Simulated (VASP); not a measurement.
A run of VASP 6.6.1 is set up as follows.

POSCAR

```
MnO2
1.0
    2.8565781804      0.0000000000      0.0000000000
   -1.4282890902      2.4738692722      0.0000000000
    0.0000000000      0.0000000000      4.6013740589
Mn O
1 2
Direct
    0.0000000000      0.0000000000      0.5000000000
    0.3333333333      0.6666666667      0.7062925700
    0.6666666667      0.3333333333      0.2937074300
```

Contents of INCAR.step1:

```
ALGO = Normal
EDIFF = 1E-5
ENCUT = 660
GGA = PE
GGA_COMPAT = F
ISMEAR = -1
ISPIN = 2
LASPH = T
LCHARG = F
LMAXMIX = 4
LREAL = F
LWAVE = T
MAGMOM = 4 0 0
NBANDS = 24
NELM = 200
PREC = Accurate
SIGMA = 0.05
```

File INCAR.step2:

```
ALGO = Normal
EDIFF = 1E-6
ENCUT = 660
GGA_COMPAT = F
ISIF = 2
ISMEAR = -1
ISPIN = 2
ISTART = 1
LASPH = T
LCHARG = F
LMAXMIX = 4
LMIXTAU = T
LORBIT = 11
LREAL = F
LWAVE = F
MAGMOM = 4 0 0
METAGGA = R2SCAN
NBANDS = 24
NELM = 200
PREC = Accurate
SIGMA = 0.05
```

File KPOINTS:

```
k-points
0
Gamma
  6 6 4
```

Potentials or basis: VASP PAW PBE potentials, release 64 (Mn_sv, O).

The run is started by

```console
$ cat potpaw_PBE.64/Mn_sv/POTCAR potpaw_PBE.64/O/POTCAR > POTCAR
$ cp INCAR.step1 INCAR
$ mpirun -np 1 vasp_std > vasp.out
$ cp INCAR.step2 INCAR
$ mpirun -np 1 vasp_std > vasp.out
```

(1) What does it give for the site moments?

(2) What does it give for the largest force?

(3) Predict the pressure.

(4) Estimate the net moment.

## Answers

(1) Mn +2.83; O +0.01 μB.

(2) 0.085 eV/Å.

(3) -1.3 GPa.

(4) 3.00 μB per cell.

Caveat: the k points lie up to 0.42 Å⁻¹ apart; the PAW data sets were made with another functional, which shifts forces and pressure a little; a cell with one magnetic atom can't hold antiferromagnetic order, which such compounds often take.
